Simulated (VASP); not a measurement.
# Os (Pm-3m) in VASP: notebook, part 2 of 2

VASP 6.6.1. The steps go on from the part before.

## Step 5: Single point, r2SCAN, non-collinear spin, zero start, spin-orbit coupling

This run uses another cell than the first one, of 16.38 Å³/atom.

POSCAR

```
Os
1.0
    2.5394565796      0.0000000000      0.0000000000
    0.0000000000      2.5394565796      0.0000000000
    0.0000000000      0.0000000000      2.5394565796
Os
1
Direct
    0.0000000000      0.0000000000      0.0000000000
```

INCAR.step1

```
SYSTEM = Os
PREC     = Accurate       ! precision mode
ENCUT    = 520            ! plane-wave cutoff, eV
ISMEAR   = -1             ! smearing method
SIGMA    = 0.1            ! smearing width, eV
LREAL    = .FALSE.        ! projectors in reciprocal space
LASPH    = .TRUE.         ! aspherical terms in the spheres
NELM     = 150            ! most SCF steps
LNONCOLLINEAR= .TRUE.         ! non-collinear magnetism
MAGMOM   = 0 0 0          ! initial moments
LSORBIT  = .TRUE.         ! spin-orbit coupling
GGA_COMPAT= .FALSE.      
LMAXMIX  = 4              ! l up to which the mixer works
NBANDS   = 19             ! bands
GGA      = PE             ! functional
ALGO     = Normal         ! electronic algorithm
EDIFF    = 1E-4           ! SCF threshold, eV
LWAVE    = .TRUE.         ! write WAVECAR
LCHARG   = .FALSE.        ! write CHGCAR
```

INCAR.step2

```
SYSTEM = Os
PREC     = Accurate       ! precision mode
ENCUT    = 520            ! plane-wave cutoff, eV
EDIFF    = 1E-7           ! SCF threshold, eV
ISMEAR   = -1             ! smearing method
SIGMA    = 0.1            ! smearing width, eV
LREAL    = .FALSE.        ! projectors in reciprocal space
LASPH    = .TRUE.         ! aspherical terms in the spheres
NELM     = 150            ! most SCF steps
ALGO     = Normal         ! electronic algorithm
ISIF     = 2              ! what is computed and relaxed
LWAVE    = .FALSE.        ! write WAVECAR
LCHARG   = .FALSE.        ! write CHGCAR
LNONCOLLINEAR= .TRUE.         ! non-collinear magnetism
MAGMOM   = 0 0 0          ! initial moments
LORBIT   = 11             ! projections on sites
LSORBIT  = .TRUE.         ! spin-orbit coupling
GGA_COMPAT= .FALSE.      
LORBMOM  = .TRUE.       
LMAXMIX  = 4              ! l up to which the mixer works
METAGGA  = R2SCAN         ! meta-GGA
LMIXTAU  = .TRUE.       
NBANDS   = 19             ! bands
ISTART   = 1
```

KPOINTS

```
regular mesh
0
G
  12 12 12
  0 0 0
```

Potentials or basis: VASP PAW PBE potentials, release 64 (Os).

Command:

```console
$ cat potpaw_PBE.64/Os/POTCAR > POTCAR
$ cp INCAR.step1 INCAR
$ mpirun -np 1 vasp_ncl > vasp.out
$ cp INCAR.step2 INCAR
$ mpirun -np 1 vasp_ncl > vasp.out
```

OUTCAR:

```text
SYSTEM = Os
   PREC = Accurate
   ENCUT = 520
   EDIFF = 1E-7
   ISMEAR = -1
   LREAL = .FALSE.
   LASPH = .TRUE.
   NELM = 150
   ISIF = 2
   LNONCOLLINEAR = .TRUE.
   LORBIT = 11
   LSORBIT = .TRUE.
   METAGGA = R2SCAN
   ISTART = 1

 ion  position               nearest neighbor table
   1  0.000  0.000  0.000-

  LATTYP: Found a simple cubic cell.
 ALAT       =     2.5394565796

  Lattice vectors:

 A1 = (   2.5394565796,   0.0000000000,   0.0000000000)
 A2 = (   0.0000000000,   2.5394565796,   0.0000000000)
 A3 = (   0.0000000000,   0.0000000000,   2.5394565796)

Analysis of symmetry for initial positions (statically):
=====================================================================
 Subroutine PRICEL returns:
 Original cell was already a primitive cell.

 Routine SETGRP: Setting up the symmetry group for a
 simple cubic supercell.

 Subroutine GETGRP returns: Found 48 space group operations
 (whereof 48 operations were pure point group operations)
 out of a pool of 48 trial point group operations.

The static configuration has the point symmetry O_h .

Analysis of symmetry for dynamics (positions and initial velocities):
=====================================================================
 Subroutine PRICEL returns:
 Original cell was already a primitive cell.

 Routine SETGRP: Setting up the symmetry group for a
 simple cubic supercell.

 Subroutine GETGRP returns: Found 48 space group operations
 (whereof 48 operations were pure point group operations)
 out of a pool of 48 trial point group operations.

The dynamic configuration has the point symmetry O_h .

Analysis of structural, dynamic, and magnetic symmetry:
=====================================================================
 Subroutine PRICEL returns:
 Original cell was already a primitive cell.

 Routine SETGRP: Setting up the symmetry group for a
 simple cubic supercell.

 Subroutine GETGRP returns: Found 48 space group operations
 (whereof 48 operations were pure point group operations)
 out of a pool of 48 trial point group operations.

The overall configuration has the point symmetry O_h .

 Subroutine INISYM returns: Found 48 space group operations
 (whereof 48 operations are pure point group operations),
 and found     1 'primitive' translations

----------------------------------------------------------------------------------------

                                     Primitive cell

  volume of cell :      16.3765

  direct lattice vectors                    reciprocal lattice vectors
     2.539456580  0.000000000  0.000000000     0.393785036  0.000000000  0.000000000
     0.000000000  2.539456580  0.000000000     0.000000000  0.393785036  0.000000000
     0.000000000  0.000000000  2.539456580     0.000000000  0.000000000  0.393785036

  length of vectors
     2.539456580  2.539456580  2.539456580     0.393785036  0.393785036  0.393785036

  position of ions in fractional coordinates (direct lattice)
     0.000000000  0.000000000  0.000000000

  ion indices of the primitive-cell ions
   primitive index   ion index
[... 95 lines left out ...]
  Fermi-wavevector in a.u.,A,eV,Ry     =   1.289330  2.436480 22.617937  1.662371
  Thomas-Fermi vector in A             =   2.421229
   LORBIT       =     11    0 simple, 1 ext, 2 COOP (PROOUT), +10 PAW based schemes
   METAGGA = R2SCAN    functional components
   LHFCALC =     F    Hartree Fock is set to
   AEXX    =    0.0000 exact exchange contribution
   IVDW    =     0    specifies the selected vdW correction
   LEPSILON=     F    determine dielectric tensor
   LRPA    =     F    only Hartree local field effects (RPA)
  energy-cutoff  :      520.00
  volume of cell :       16.38
 maximum number of plane-waves:       932
 NGX is ok and might be reduce to    20
   NGX =  9   NGY =  9   NGZ =  9

 number of electron       7.9999998 magnetization      -0.0000000      0.0000000     -0.0000000

 number of electron       7.9999998 magnetization      -0.0000000      0.0000000      0.0000000

 Free energy of the ion-electron system (eV)
  ---------------------------------------------------
  ext. energy  EPLUGINS =         0.00000000
  ---------------------------------------------------
  free energy    TOTEN  =       -51.81403536 eV

  energy without entropy =      -51.77296056  energy(sigma->0) =      -51.79349796

 E-fermi :   7.3177     XC(G=0): -14.0514

 val. band max:        7.3149060277   @ k =   0.1667   0.1667   0.1667
 cond. band min:       7.3297614093   @ k =   0.3333   0.0833   0.0833
 fundamental gap:      0.0148553816
 Fermi energy:         7.3177307477

 k-point     1 :       0.0000    0.0000    0.0000
  band No.  band energies     occupation
      1      -2.6776      1.00000
      2      -2.6776      1.00000
      3       0.8178      1.00000
      4       0.8178      1.00000
      5       0.8178      1.00000
      6       0.8178      1.00000
[... 505 lines left out ...]
      6       6.8165      0.99339
[... 11 lines left out ...]
     18      25.2597      0.00000
     19      29.8199      0.00000

 [... further k-points ...]

------------------------ aborting loop because EDIFF is reached ----------------------------------------

  FORCE on cell =-STRESS in cart. coord.  units (eV):
  Direction    XX          YY          ZZ          XY          YZ          ZX
  --------------------------------------------------------------------------------------
  -------------------------------------------------------------------------------------
  Total        0.1693561      0.1693561      0.1693561      0.0000000      0.0000000      0.0000000
  in kB       16.5687267     16.5687267     16.5687267      0.0000000      0.0000000      0.0000000
  external PRESSURE =      16.5687267 kB  Pullay stress =       0.0000000 kB

 VOLUME and BASIS-vectors are now :
 -----------------------------------------------------------------------------
  energy-cutoff  :      520.00
  volume of cell :       16.38
      direct lattice vectors                 reciprocal lattice vectors
     2.539456580  0.000000000  0.000000000     0.393785036  0.000000000  0.000000000
     0.000000000  2.539456580  0.000000000     0.000000000  0.393785036  0.000000000
     0.000000000  0.000000000  2.539456580     0.000000000  0.000000000  0.393785036

 POSITION                                       TOTAL-FORCE (eV/Angst)
 -----------------------------------------------------------------------------------
      0.00000      0.00000      0.00000         0.000000      0.000000      0.000000
 -----------------------------------------------------------------------------------
    total drift:                               -0.000000      0.000000     -0.000000

  FREE ENERGIE OF THE ION-ELECTRON SYSTEM (eV)
  ---------------------------------------------------
  free  energy   TOTEN  =       -51.8140353576 eV

  energy  without entropy=      -51.7729605601  energy(sigma->0) =      -51.79349796

 orbital moment (x)

 # of ion     p       d       tot
 ----------------------------------------
  1         0.000  -0.000  -0.000
 ----------------------------------------
            0.000  -0.000  -0.000

 orbital moment (y)

 # of ion     p       d       tot
 ----------------------------------------
  1        -0.000  -0.000  -0.000
 ----------------------------------------
           -0.000  -0.000  -0.000

 orbital moment (z)

 # of ion     p       d       tot
 ----------------------------------------
  1         0.000   0.000   0.000
 ----------------------------------------
            0.000   0.000   0.000

 Spin-Orbit-Coupling matrix elements

 Ion:    1  E_soc:     -0.7226510
 l=   1
     0.0000000    -0.0346560    -0.0346560
    -0.0346560     0.0000000    -0.0346560
    -0.0346560    -0.0346560     0.0000000
 l=   2
     0.0000000    -0.0205611     0.0000000    -0.0205611    -0.0652247
    -0.0205611     0.0000000    -0.0489185    -0.0205611    -0.0163062
     0.0000000    -0.0489185     0.0000000    -0.0489185     0.0000000
    -0.0205611    -0.0205611    -0.0489185     0.0000000    -0.0163062
    -0.0652247    -0.0163062     0.0000000    -0.0163062     0.0000000
 l=   3
     0.0000000     0.0000000     0.0000000     0.0000000     0.0000000     0.0000000     0.0000000
     0.0000000     0.0000000     0.0000000     0.0000000     0.0000000     0.0000000     0.0000000
     0.0000000     0.0000000     0.0000000     0.0000000     0.0000000     0.0000000     0.0000000
     0.0000000     0.0000000     0.0000000     0.0000000     0.0000000     0.0000000     0.0000000
     0.0000000     0.0000000     0.0000000     0.0000000     0.0000000     0.0000000     0.0000000
     0.0000000     0.0000000     0.0000000     0.0000000     0.0000000     0.0000000     0.0000000
     0.0000000     0.0000000     0.0000000     0.0000000     0.0000000     0.0000000     0.0000000

 total charge

# of ion       s       p       d       tot
------------------------------------------
    1        0.705   0.567   6.103   7.375

 magnetization (x)

# of ion       s       p       d       tot
------------------------------------------
    1        0.000   0.000   0.000   0.000

 magnetization (y)

# of ion       s       p       d       tot
------------------------------------------
    1        0.000  -0.000  -0.000  -0.000

 magnetization (z)

# of ion       s       p       d       tot
------------------------------------------
    1       -0.000   0.000  -0.000  -0.000
```

Run time: 8.5 min. Hardware: 1 thread of Intel Xeon 8259CL, shared host; peak memory 0.21 GiB.

Results:

| Quantity | Value |
| --- | --- |
| Free energy | -51.8140 eV |
| Pressure | 1.7 GPa |
| Net moment | 0.00 μB per cell |
| Valence electrons inside the program's atomic spheres | Os 7.38 |

Moments on the atoms (μB; x, y, z):
```
Os  0.00 0.00 0.00
```

Caveat: the PAW data sets were made with another functional, which shifts forces and pressure a little.

## Step 6: The runs side by side

| task | spin | cell | k mesh | cutoff (eV) | gap on the mesh (eV) | pressure (GPa) |
| --- | --- | --- | --- | --- | --- | --- |
| single point | off | a = 2.637 Å, 1 atom | 14 × 14 × 14 | 520 | none | -25.0 |
| single point | off | a = 2.539 Å, 1 atom | 20 × 20 × 20 | 520 | none | 0.6 |
| relaxation of cell and atoms | off | relaxed from a = 2.472 Å, 1 atom | 13 × 13 × 13 | 600 | none | 0.1 |
| single point | non-collinear, zero start, SOC | a = 2.539 Å, 1 atom | 12 × 12 × 12 | 520 | - | 1.7 |

Alike in all rows: level r2SCAN; potentials or basis VASP PAW PBE potentials, release 64 (Os); smearing fermi-dirac 0.1 eV.

Caveats: the PAW data sets were made with another functional, which shifts forces and pressure a little; spin-orbit coupling is left out, which moves the levels of the heavy elements (at least some runs); the cell stands under tension (at least some runs).

Absolute energies hang on the potentials; compare differences alone.
